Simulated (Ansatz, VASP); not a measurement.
**As in VASP and in Ansatz**

The input INCAR:

```
  AGGAC = 1.0
  AGGAX = 1.0
  ALDAC = 0.0
  ALDAX = 1.0
  ALGO = Normal
  EDIFF = 1E-7
  ENCUT = 520
  GGA = B5
  ISIF = 2
  ISMEAR = -1
  LASPH = T
  LCHARG = F
  LREAL = F
  LWAVE = F
  NBANDS = 14
  NELM = 100
  PREC = Accurate
  SIGMA = 0.1
```

File KPOINTS:

```
k-points
0
Gamma
  8 8 12
```

Contents of POSCAR:

```
As
1.0
    5.1474418962      0.0000000000      0.0000000000
   -2.5737209481      4.4578154466      0.0000000000
    0.0000000000      0.0000000000      2.9980173406
As
3
Direct
    1.0000000000      0.0000000000      0.0000000000
    0.3333333333      0.6666666667      0.5000000000
    0.6666666667      0.3333333333      0.5000000000
```

Input for Ansatz:

```yaml
crystal:
  lattice:
    - [5.1474418962, 0.0, 0.0]
    - [-2.5737209481, 4.4578154466, 0.0]
    - [0.0, 0.0, 2.9980173406]
  atoms:
    - { symbol: As, position: [1.0, 0.0, 0.0] }
    - { symbol: As, position: [0.3333333333, 0.6666666667, 0.5] }
    - { symbol: As, position: [0.6666666667, 0.3333333333, 0.5] }
hamiltonian:
  xc: blyp
  pseudopotentials:
    kind: paw
    azcp:
      As: "pseudopotentials/As.paw.azcp"
basis:
  ecutwfc: 420
  fft_grid_basis: typed
kpoints:
  mp_grid: { grid: [8, 8, 12], shift: [0, 0, 0] }
magnetization:
  spin_polarized: false
scf:
  occupations: { method: fermi_dirac, width: 0.1 }
  lower_state_search: "off"
output:
  stress: true
```

Alike in both runs: task single point; functional BLYP; k mesh 8 × 8 × 12; occupations fermi-dirac, width 0.1 eV; no spin polarisation.

```csv
,VASP,Ansatz
version,VASP 6.6.1,Ansatz 0.2.0
potentials or method,"VASP PAW PBE potentials, release 64 (As), cutoff 520 eV","plane waves (420 eV) with PAW, scalar-relativistic"
valence electrons in the cell,15,45
```

Ansatz gave:

```
pressure (GPa)                                                : -4.0
traceless stress, the component that is largest in VASP (GPa) : -0.38
```

Q: Which values does VASP return?

A: Pressure (GPa): -3.9; traceless stress, the component that is largest in VASP (GPa): -0.38.

VASP's potentials were made for PBE, not for BLYP. With one functional, cell and mesh, what is left measures potentials, basis and numerics. VASP's potentials hold 15 valence electrons a cell and Ansatz's 45, so a difference there can come from the potentials and not from the codes.
